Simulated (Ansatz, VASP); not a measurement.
## Two plane-wave programs on Ca2Ge2N

Contents of INCAR:

```
SYSTEM = Ca2Ge2N
PREC = Accurate ; ENCUT = 520
EDIFF = 1E-7 ; ISMEAR = 0
SIGMA = 0.1 ; LREAL = .False.
LASPH = .True. ; NELM = 80
ALGO = Normal ; ISIF = 2
LWAVE = .False. ; LCHARG = .False.
GGA = PE ; NBANDS = 34
```

Contents of KPOINTS:

```
regular mesh
0
Gamma
  6 6 4
  0 0 0
```

The input POSCAR:

```
Ca2Ge2N
1.0
    4.2919472700      0.0000000000      0.0000000000
   -2.1459736300      3.7169353700      0.0000000000
    0.0000000000      0.0000000000      6.9478650900
Ca Ge N
2 2 1
Direct
    0.0000000000      0.0000000000      0.2452818600
    0.0000000000      0.0000000000      0.7547181400
    0.3333333300      0.6666666700      0.5000000000
    0.6666666700      0.3333333300      0.5000000000
    0.0000000000      0.0000000000      0.5000000000
```

Input for Ansatz:

```yaml
crystal:
  lattice:
    - [4.29194727, 0.0, 0.0]
    - [-2.14597363, 3.71693537, 0.0]
    - [0.0, 0.0, 6.94786509]
  atoms:
    - { symbol: Ca, position: [0.0, 0.0, 0.24528186] }
    - { symbol: Ca, position: [0.0, 0.0, 0.75471814] }
    - { symbol: Ge, position: [0.33333333, 0.66666667, 0.5] }
    - { symbol: Ge, position: [0.66666667, 0.33333333, 0.5] }
    - { symbol: "N", position: [0.0, 0.0, 0.5] }
basis:
  ecutwfc: 420
kpoints:
  mp_grid: { grid: [6, 6, 4] }
hamiltonian:
  xc: pbe
scf:
  occupations: { method: gaussian, width: 0.1 }
  lower_state_search: "off"
output:
  forces: true
  stress: true
  eigenvalues: true
```

Alike in both runs: task single point; functional PBE; k mesh 6 × 6 × 4; occupations gaussian, width 0.1 eV; no spin polarisation.

```csv
,VASP,Ansatz
version,VASP 6.6.1,Ansatz 0.2.0
potentials or method,"VASP PAW PBE potentials, release 64 (Ca_sv, Ge_d, N), cutoff 520 eV","scalar-relativistic, plane waves, PAW"
valence electrons in the cell,53,53
```

VASP gave:

| Item | Value |
| --- | --- |
| gap on the k mesh at the Fermi level (eV) | none |
| pressure (GPa) | 23.3 |
| traceless stress, the component that is largest in VASP (GPa) | 23.69 |
| rms of the force components (eV/Å) | 3.136 |

Q: What did Ansatz give for the same quantities?

A: gap on the k mesh at the Fermi level (eV): none; pressure (GPa): 22.7; traceless stress, the component that is largest in VASP (GPa): 22.87; rms of the force components (eV/Å): 3.030.

Atom by atom the forces differ by 0.106 eV/Å (rms over components). A gap of «none» marks a metal or a gap that the smearing closes. With one functional, cell and mesh, what is left measures potentials, basis and numerics.
